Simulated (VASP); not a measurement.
Set up this calculation in VASP 6.6.1, as the native input.

- Task: relaxation of cell and atoms
- Functional: PBEsol
- Potentials or basis: VASP PAW PBE potentials, release 64 (In_d, As)
- Cutoff: 600 eV
- k mesh: 12 × 12 × 12
- Occupations: fermi-dirac, width 0.15 eV
- Spin: no spin polarisation
- Target pressure: 50 GPa
- Dipole correction: no
- Further INCAR settings: ALGO = Normal; EDIFF = 1e-06; IBRION = 2; EDIFFG = -0.001; NSW = 80; ISIF = 3

The structure of InAs lies in POSCAR:

```
InAs
1.0
    0.0000000000      3.0437329611      3.0437329611
    3.0437329611      0.0000000000      3.0437329611
    3.0437329611      3.0437329611      0.0000000000
In As
1 1
Direct
    0.0000000000      0.0000000000      0.0000000000
    0.7500000000      0.7500000000      0.7500000000
```

These files were run (other wordings do the same):

INCAR

```
PREC = Accurate
ENCUT = 600
EDIFF = 1E-6
ISMEAR = -1
SIGMA = 0.15
LREAL = F
LASPH = T
NELM = 80
ALGO = Normal
ISIF = 3
LWAVE = F
LCHARG = F
GGA = PS
IBRION = 2
NSW = 80
EDIFFG = -0.001
PSTRESS = 500.0
```

KPOINTS

```
regular mesh
0
Gamma
  12 12 12
```

Potentials or basis: VASP PAW PBE potentials, release 64 (In_d, As).

Launch:

```bash
$ cat potpaw_PBE.64/In_d/POTCAR potpaw_PBE.64/As/POTCAR > POTCAR
$ mpirun -np 1 vasp_std > vasp.out
```

Results of the run:

| Property | Result |
| --- | --- |
| Relaxed volume | 19.40 Å³/atom |
| Relaxed cell | a = 3.800 Å, b = 3.800 Å, c = 3.800 Å, α = 60.00°, β = 60.00°, γ = 60.00° |
| Space group after relaxing (to 0.1 Å) | F-43m (No. 216) |
| Energy change on relaxing (the run minimises the enthalpy) | +973.7 meV/atom |
| Ionic steps | 22 |
| Pressure after relaxing | 50.0 GPa |
| Band gap on the k mesh | 0.63 eV (least direct gap 1.40 eV) |

Caveat: the cell is relaxed towards a set pressure, so the run minimises the enthalpy, not the energy; the volume moved by over 15 % at a fixed basis, so the end points are rough; semilocal functionals underestimate gaps, and a narrow one can read as zero; the PAW data sets were made with another functional, which shifts forces and pressure a little; spin-orbit coupling is left out, which moves the levels of the heavy elements.

It took 17 min on 1 thread of AMD EPYC 7R43 64-Core Processor (Zen 3), with other jobs on the host, peak memory 0.25 GiB.
